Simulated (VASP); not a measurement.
# Si16O (a cell with a defect) in VASP: single point with PBE

Aim: the single point of Si16O (a cell with a defect) with PBE.

Everything below comes from runs of VASP 6.6.1. Logs are shortened: lines on timing, memory, paths and dates and some standing lists are left out, and cuts for length are marked.

### Step 1. The cell of the first run

The cell holds a defect, 17 atoms: a = 7.679 Å, b = 7.679 Å, c = 7.679 Å, α = 60.00°, β = 60.00°, γ = 60.00°.

### Step 2. Single point, PBE, collinear spin, ferromagnetic start

INCAR reads:

```
SYSTEM = Si16O
ALGO     = Normal         ! electronic algorithm
EDIFF    = 1E-6           ! SCF threshold, eV
ENCUT    = 520            ! plane-wave cutoff, eV
GGA      = PE             ! functional
ISIF     = 2              ! what is computed and relaxed
ISMEAR   = -1             ! smearing method
ISPIN    = 2              ! spin polarisation
LASPH    = .TRUE.         ! aspherical terms in the spheres
LCHARG   = .FALSE.        ! write CHGCAR
LORBIT   = 11             ! projections on sites
LREAL    = Auto         
LWAVE    = .FALSE.        ! write WAVECAR
MAGMOM   = 0 0 0 0 0 0 0 0 0 0 0 0 0 0 0 0 1 ! initial moments
NBANDS   = 53             ! bands
NELM     = 150            ! most SCF steps
PREC     = Accurate       ! precision mode
SIGMA    = 0.02           ! smearing width, eV
```

KPOINTS reads:

```
k-points
0
G
  2 2 2
  0 0 0
```

POSCAR reads:

```
Si16O
1.0
    0.0000000000      5.4300000000      5.4300000000
    5.4300000000      0.0000000000      5.4300000000
    5.4300000000      5.4300000000      0.0000000000
Si O
16 1
Direct
    0.0726611418     -0.0354419890     -0.0100460405
    0.1547237569      0.1241896869      0.1224217311
   -0.0051565378      0.0049171271      0.4893554328
    0.1466390424      0.1288489871      0.6052946593
   -0.0356906077      0.5045303867      0.0290976059
    0.1388674033      0.5903222836      0.1223848987
    0.0097790055      0.5044198895      0.4857090239
    0.0750092081      0.6327992634      0.6503867403
    0.5229465930      0.0380662983     -0.0692633517
    0.6930202578      0.0648250460      0.0969244936
    0.5355156538     -0.0287753223      0.4662338858
    0.6081307551      0.1425322284      0.5738581952
    0.4969889503      0.5751473297     -0.0197513812
    0.6101197053      0.6836556169      0.1499171271
    0.4715285451      0.5097237569      0.5267771639
    0.6405432781      0.6120165746      0.6141528545
    0.6737016575      0.3182136280      1.0606629834
```

Potentials or basis: VASP PAW PBE potentials, release 64 (Si, O).

Run with:

```sh
cat potpaw_PBE.64/Si/POTCAR potpaw_PBE.64/O/POTCAR > POTCAR
mpirun -np 1 vasp_std > vasp.out
```

OUTCAR:

```text
SYSTEM = Si16O
   EDIFF = 1E-6
   ENCUT = 520
   GGA = PE
   ISIF = 2
   ISMEAR = -1
   ISPIN = 2
   LASPH = .TRUE.
   LORBIT = 11
   LREAL = Auto
   NELM = 150
   PREC = Accurate

 ion  position               nearest neighbor table
   1  0.073  0.965  0.990-   2 2.37   6 2.38  10 2.40   4 2.44  13 3.13
   2  0.155  0.124  0.122-   3 2.32   9 2.35   1 2.37   5 2.42
   3  0.995  0.005  0.489-   2 2.32   8 2.35  12 2.44   4 2.46
   4  0.147  0.129  0.605-   7 2.36   1 2.44  11 2.45   3 2.46
   5  0.964  0.505  0.029-   6 2.25  14 2.27   8 2.38   2 2.42
   6  0.139  0.590  0.122-   5 2.25   7 2.29  13 2.36   1 2.38
   7  0.010  0.504  0.486-   8 2.28   6 2.29  16 2.32   4 2.36
   8  0.075  0.633  0.650-   7 2.28   3 2.35   5 2.38  15 2.49
   9  0.523  0.038  0.931-  12 2.26  14 2.33   2 2.35  10 2.36
  10  0.693  0.065  0.097-  17 1.76  11 2.33   9 2.36   1 2.40  14 3.09
  11  0.536  0.971  0.466-  12 2.24  16 2.26  10 2.33   4 2.45
  12  0.608  0.143  0.574-  11 2.24   9 2.26  15 2.36   3 2.44
  13  0.497  0.575  0.980-  17 1.75   6 2.36  16 2.37  14 2.47   1 3.13
  14  0.610  0.684  0.150-   5 2.27   9 2.33  15 2.40  13 2.47  10 3.09
  15  0.472  0.510  0.527-  16 2.27  12 2.36  14 2.40   8 2.49
  16  0.641  0.612  0.614-  11 2.26  15 2.27   7 2.32  13 2.37
  17  0.674  0.318  0.061-  13 1.75  10 1.76

  LATTYP: Found a face centered cubic cell.
 ALAT       =    10.8600000000

  Lattice vectors:

 A1 = (   0.0000000000,   5.4300000000,   5.4300000000)
 A2 = (   5.4300000000,   0.0000000000,   5.4300000000)
 A3 = (   5.4300000000,   5.4300000000,   0.0000000000)

Analysis of symmetry for initial positions (statically):
=====================================================================
 Subroutine PRICEL returns:
 Original cell was already a primitive cell.

 Routine SETGRP: Setting up the symmetry group for a
 face centered cubic supercell.

 Subroutine GETGRP returns: Found  1 space group operations
 (whereof  1 operations were pure point group operations)
 out of a pool of 48 trial point group operations.

The static configuration has the point symmetry C_1 .

Analysis of symmetry for dynamics (positions and initial velocities):
=====================================================================
 Subroutine PRICEL returns:
 Original cell was already a primitive cell.

 Routine SETGRP: Setting up the symmetry group for a
 face centered cubic supercell.

 Subroutine GETGRP returns: Found  1 space group operations
[... 172 lines left out ...]
 Free energy of the ion-electron system (eV)
  ---------------------------------------------------
  ext. energy  EPLUGINS =         0.00000000
  ---------------------------------------------------
  free energy    TOTEN  =       -90.95913349 eV

  energy without entropy =      -90.95605676  energy(sigma->0) =      -90.95759513

 E-fermi :   6.0414     XC(G=0):  -9.5683

 val. band max:        5.9837989365   @ k =   0.0000   0.5000   0.0000
 cond. band min:       6.0900293744   @ k =   0.0000   0.0000   0.0000
 fundamental gap:      0.1062304379
 Fermi energy:         6.0414045676

 spin component 1

 k-point     1 :       0.0000    0.0000    0.0000
  band No.  band energies     occupation
      1     -13.2111      1.00000
      2      -5.9534      1.00000
      3      -4.0954      1.00000
      4      -3.8791      1.00000
      5      -3.7548      1.00000
      6      -3.2763      1.00000
[... 389 lines left out ...]
     46      10.0338      0.00000
     47      10.2264      0.00000
 Fermi energy:         6.0414045676

 spin component 2

 k-point     1 :       0.0000    0.0000    0.0000
  band No.  band energies     occupation
      1     -13.2111      1.00000
      2      -5.9534      1.00000
      3      -4.0954      1.00000
      4      -3.8791      1.00000
      5      -3.7548      1.00000
      6      -3.2763      1.00000
[... 389 lines left out ...]
     46      10.0338      0.00000
     47      10.2264      0.00000
 [bands above 47 left out]

------------------------ aborting loop because EDIFF is reached ----------------------------------------

  FORCE on cell =-STRESS in cart. coord.  units (eV):
  Direction    XX          YY          ZZ          XY          YZ          ZX
  --------------------------------------------------------------------------------------
  -------------------------------------------------------------------------------------
  Total        4.9813012      6.1171319      5.3168595      1.8983558     -2.8883814      2.1903354
  in kB       24.9243535     30.6075764     26.6033470      9.4985805    -14.4522559     10.9595246
  external PRESSURE =      27.3784256 kB  Pullay stress =       0.0000000 kB

 VOLUME and BASIS-vectors are now :
 -----------------------------------------------------------------------------
  energy-cutoff  :      520.00
  volume of cell :      320.21
      direct lattice vectors                 reciprocal lattice vectors
     0.000000000  5.430000000  5.430000000    -0.092081031  0.092081031  0.092081031
     5.430000000  0.000000000  5.430000000     0.092081031 -0.092081031  0.092081031
     5.430000000  5.430000000  0.000000000     0.092081031  0.092081031 -0.092081031

 POSITION                                       TOTAL-FORCE (eV/Angst)
 -----------------------------------------------------------------------------------
     10.61300      5.77000      5.63210        -0.437710     -0.884587     -0.271155
      1.33910      1.50490      1.51450        -0.025658     -0.846437     -0.228560
      2.68390      8.05920      5.42870         0.836106      0.401826      0.109325
      3.98640      4.08300      1.49590        -0.610127      0.407913     -0.824726
      2.89760      5.39420      7.97580        -1.635134     -0.066224     -0.142928
      3.87000      1.41860      3.95950         0.313606      0.599381      1.732671
[... 9 lines left out ...]
      6.65810      6.81300      6.80140         0.865071      0.658307     -0.326033
      2.05730      3.98760      5.38610        -0.100448     -0.578588     -0.557262
 -----------------------------------------------------------------------------------
    total drift:                                0.003398      0.002730     -0.004665

  FREE ENERGIE OF THE ION-ELECTRON SYSTEM (eV)
  ---------------------------------------------------
  free  energy   TOTEN  =       -90.9591334905 eV

  energy  without entropy=      -90.9560567620  energy(sigma->0) =      -90.95759513

 total charge

# of ion       s       p       d       tot
------------------------------------------
    1        0.749   0.923   0.000   1.671
    2        0.747   0.925   0.000   1.672
    3        0.743   0.919   0.000   1.662
    4        0.745   0.892   0.000   1.637
    5        0.749   0.950   0.000   1.700
    6        0.753   0.977   0.000   1.729
[... 9 lines left out ...]
   16        0.751   0.985   0.000   1.736
   17        1.568   3.513   0.000   5.081
--------------------------------------------------
tot         13.556  18.456   0.000  32.012

 magnetization (x)

# of ion       s       p       d       tot
------------------------------------------
    1        0.000   0.000   0.000   0.000
    2        0.000   0.000   0.000   0.000
    3       -0.000  -0.000   0.000  -0.000
    4        0.000   0.000   0.000   0.000
    5        0.000  -0.000   0.000  -0.000
    6        0.000   0.000   0.000   0.000
[... 9 lines left out ...]
   16        0.000   0.000   0.000   0.000
   17       -0.000   0.000   0.000  -0.000
--------------------------------------------------
tot          0.000   0.000   0.000   0.000
```

OSZICAR:

```text
N       E                     dE             d eps       ncg     rms          rms(c)
DAV:   1     0.189055432367E+03    0.18906E+03   -0.26928E+04  1696   0.109E+03
DAV:   2    -0.740136237645E+02   -0.26307E+03   -0.24760E+03  2076   0.175E+02
DAV:   3    -0.933882340409E+02   -0.19375E+02   -0.19072E+02  2168   0.441E+01
DAV:   4    -0.937621214619E+02   -0.37389E+00   -0.37278E+00  2123   0.730E+00
DAV:   5    -0.937700022042E+02   -0.78807E-02   -0.78710E-02  2155   0.102E+00    0.171E+01
DAV:   6    -0.911258593436E+02    0.26441E+01   -0.84707E+00  2403   0.150E+01    0.960E+00
DAV:   7    -0.910554195910E+02    0.70440E-01   -0.32974E+00  1896   0.580E+00    0.473E+00
DAV:   8    -0.909908523261E+02    0.64567E-01   -0.10624E+00  2307   0.455E+00    0.206E+00
DAV:   9    -0.909535776117E+02    0.37275E-01   -0.20757E-01  2320   0.230E+00    0.834E-01
DAV:  10    -0.909577443471E+02   -0.41667E-02   -0.16541E-01  2011   0.150E+00    0.431E-01
DAV:  11    -0.909585070631E+02   -0.76272E-03   -0.12081E-02  1992   0.490E-01    0.274E-01
DAV:  12    -0.909589165054E+02   -0.40944E-03   -0.62473E-03  1987   0.299E-01    0.955E-02
DAV:  13    -0.909590870575E+02   -0.17055E-03   -0.52925E-04  2168   0.114E-01    0.477E-02
DAV:  14    -0.909591455090E+02   -0.58451E-04   -0.17405E-04  1968   0.457E-02    0.368E-02
DAV:  15    -0.909591282595E+02    0.17250E-04   -0.10580E-04  2472   0.502E-02    0.611E-03
DAV:  16    -0.909591335217E+02   -0.52623E-05   -0.36305E-05  1888   0.209E-02    0.737E-03
DAV:  17    -0.909591334905E+02    0.31227E-07   -0.60959E-07  1184   0.416E-03
   1 F= -.90959133E+02 E0= -.90957595E+02  d E =-.307673E-02  mag=     0.0000
```

stdout:

```text
POSCAR found type information on POSCAR SiO
 POSCAR found :  2 types and      17 ions
 scaLAPACK will be used
 LDA part: xc-table for (Slater+PW92), standard interpolation
 POSCAR, INCAR and KPOINTS ok, starting setup
 FFT: planning ... GRIDC
 FFT: planning ... GRID_SOFT
 FFT: planning ... GRID
 WAVECAR not read
 entering main loop
```

It took 18 min on 1 thread of Oxide Virtual Turin-like, shared host; peak memory 0.68 GiB.

What came out:

| Item | Value |
| --- | --- |
| Free energy | -90.9591 eV |
| Pressure | 2.7 GPa |
| Largest force | 2.339 eV/Å |
| Band gap on the k mesh | 0.11 eV |
| Net moment | 0.00 μB per cell |
| Valence electrons inside the program's atomic spheres | Si 1.67, 1.66, 1.64, 1.70, 1.73, 1.72, 1.68, 1.62, 1.71, 1.60, 1.69, 1.74 (each value once); O 5.08 |

Forces on the atoms (eV/Å):
```
Si  -0.438 -0.885 -0.271
Si  -0.026 -0.846 -0.229
Si   0.836  0.402  0.109
Si  -0.610  0.408 -0.825
Si  -1.635 -0.066 -0.143
Si   0.314  0.599  1.733
Si  -0.334  0.378 -0.832
Si   0.048  0.977  1.288
Si   1.444  1.147 -0.167
Si   1.117 -0.648  1.951
Si   0.024 -1.742 -0.837
Si  -0.113  0.894  1.713
Si  -0.969  1.670 -0.874
Si  -0.183 -1.054 -1.239
Si  -0.239 -1.314 -0.495
Si   0.865  0.658 -0.326
O   -0.100 -0.579 -0.557
```

Caveat: the k points lie up to 0.50 Å⁻¹ apart; the atoms stand as in a frame of molecular dynamics; semilocal functionals underestimate gaps, and a narrow one can read as zero.
